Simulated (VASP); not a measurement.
Write the native input for VASP 6.6.1 that does the following.

- Task: single point
- Functional: PBE
- Potentials or basis: VASP PAW PBE potentials, release 64 (V_sv, Si, Ru_pv)
- Cutoff: 520 eV
- k mesh: 4 × 4 × 4
- Occupations: gaussian, width 0.1 eV
- Spin: collinear spin, ferromagnetic start
- Starting moments: [2.0, 0.0, 0.0, 0.0, 0.0, 0.0, 0.0, 0.0, 0.0] μB
- Dipole correction: no
- Further INCAR settings: ALGO = Normal; EDIFF = 1e-06; NBANDS = 46

The structure of VSi6Ru2 lies in POSCAR:

```
VSi6Ru2
1.0
    0.0000000000      4.0214517662      4.0214517662
    4.0214517662      0.0000000000      4.0214517662
    4.0214517662      4.0214517662      0.0000000000
V Si Ru
1 6 2
Direct
    0.0000000000      0.0000000000      0.0000000000
    0.7152421311      0.7152421311      0.2847578689
    0.2847578689      0.7152421311      0.2847578689
    0.7152421311      0.2847578689      0.2847578689
    0.2847578689      0.2847578689      0.7152421311
    0.7152421311      0.2847578689      0.7152421311
    0.2847578689      0.7152421311      0.7152421311
    0.7500000000      0.7500000000      0.7500000000
    0.2500000000      0.2500000000      0.2500000000
```

The input as run:

INCAR

```
SYSTEM = VSi6Ru2
ALGO     = Normal         ! electronic algorithm
EDIFF    = 1E-6           ! SCF threshold, eV
ENCUT    = 520            ! plane-wave cutoff, eV
GGA      = PE             ! functional
ISIF     = 2              ! what is computed and relaxed
ISMEAR   = 0              ! smearing method
ISPIN    = 2              ! spin polarisation
LASPH    = .TRUE.         ! aspherical terms in the spheres
LCHARG   = .FALSE.        ! write CHGCAR
LMAXMIX  = 4              ! l up to which the mixer works
LORBIT   = 11             ! projections on sites
LREAL    = .FALSE.        ! projectors in reciprocal space
LWAVE    = .FALSE.        ! write WAVECAR
MAGMOM   = 2 0 0 0 0 0 0 0 0 ! initial moments
NBANDS   = 46             ! bands
NELM     = 150            ! most SCF steps
PREC     = Accurate       ! precision mode
SIGMA    = 0.1            ! smearing width, eV
```

KPOINTS

```
k-points
0
G
  4 4 4
  0 0 0
```

Potentials or basis: VASP PAW PBE potentials, release 64 (V_sv, Si, Ru_pv).

Launch:

```console
$ cat potpaw_PBE.64/V_sv/POTCAR potpaw_PBE.64/Si/POTCAR potpaw_PBE.64/Ru_pv/POTCAR > POTCAR
$ mpirun -np 1 vasp_std > vasp.out
```

It gave:

```
Pressure                                              : 0.2 GPa
Largest force                                         : 0.003 eV/Å
Net moment                                            : 1.33 μB per cell
Site moments                                          : V +0.20; Si +0.02; Ru +0.46 μB
Valence electrons inside the program's atomic spheres : V 12.03; Si 1.62; Ru 12.49
```

It took 2.2 min on 1 thread of Intel(R) Xeon(R) Platinum 8259CL CPU @ 2.50GHz (Skylake/Cascade Lake), with other jobs on the host, peak memory 0.35 GiB.
